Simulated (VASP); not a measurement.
Crystal: Cs.

```
Cs
1.0
     5.38548    0.00000    0.00000
    -2.69274    4.66396    0.00000
     0.00000    0.00000    8.79448
Cs
2
Cartesian
  0.0000 3.1093 2.1986
  2.6927 1.5547 6.5959
```

This isn't the form of Cs at room conditions, which is bcc.

```yaml
Program: VASP 6.6.1
Task: relaxation of cell and atoms
Functional: LDA
Potentials_or_basis: VASP PAW LDA potentials, release 64 (Cs_sv)
Cutoff: 600 eV
k_mesh: 7 × 7 × 4
Occupations: fermi-dirac, width 0.1 eV
Spin: no spin polarisation
```

At the start: pressure -0.3 GPa; volume 110.45 Å³/atom.

Where does the relaxation end?

Over 5 steps the energy falls by 13.8 meV/atom and the volume is 96.06 Å³/atom (-13.0 %); space group P6_3/mmc (No. 194, to 0.1 Å) before and after.

Step by step:
| step | energy change (eV) | largest force (eV/Å) | pressure (GPa) | volume (Å³) |
| --- | --- | --- | --- | --- |
| 1 | 0.0000 | 0.0000 | -0.27 | 220.90 |
| 2 | -0.0093 | 0.0000 | -0.23 | 214.97 |
| 3 | -0.0242 | 0.0000 | -0.11 | 201.23 |
| 4 | -0.0162 | 0.0000 | 0.24 | 175.54 |
| 5 | -0.0276 | 0.0000 | 0.00 | 192.13 |

Final structure:
```
Cs
1.0
     5.13744    0.00000    0.00000
    -2.56872    4.44915    0.00000
     0.00000    0.00000    8.40563
Cs
2
Direct
  0.33333 0.66667 0.25000
  0.66667 0.33333 0.75000
```
